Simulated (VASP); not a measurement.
BN, 64 atoms in the cell. The typed cell holds 64 atoms: a = 7.230 Å, b = 7.230 Å, c = 7.230 Å, α = 90.00°, β = 90.00°, γ = 90.00°.  This cell differs from its parent crystal: all modes displaced by their root-mean-square amplitude at 300 K (nat).

| Item | Value |
| --- | --- |
| Program | VASP 6.6.1 |
| Task | single point |
| Functional | PBE |
| Potentials or basis | VASP PAW PBE potentials, release 64 (B, N) |
| Cutoff | 520 eV |
| k mesh | 2 × 2 × 2 |
| Occupations | gaussian, width 0.01 eV |
| Spin | no spin polarisation |
| Dipole correction | no |
| Further INCAR settings | LREAL = Auto; ALGO = Normal; EDIFF = 1e-07; NBANDS = 166; ISYM = 0 |

Potentials or basis: VASP PAW PBE potentials, release 64 (B, N).

The run is started by

```console
$ cat potpaw_PBE.64/B/POTCAR potpaw_PBE.64/N/POTCAR > POTCAR
$ mpirun -np 1 vasp_std > vasp.out
```

Hardware: 1 thread of Intel(R) Xeon(R) Platinum 8259CL CPU @ 2.50GHz (Skylake/Cascade Lake), with other jobs on the host.

Q: How long does it take, and how much memory?

A: Wall time 24 min on 1 thread of Intel(R) Xeon(R) Platinum 8259CL CPU @ 2.50GHz (Skylake/Cascade Lake), with other jobs on the host, peak memory 0.58 GiB. Counts: scf iterations 16, k points 8.
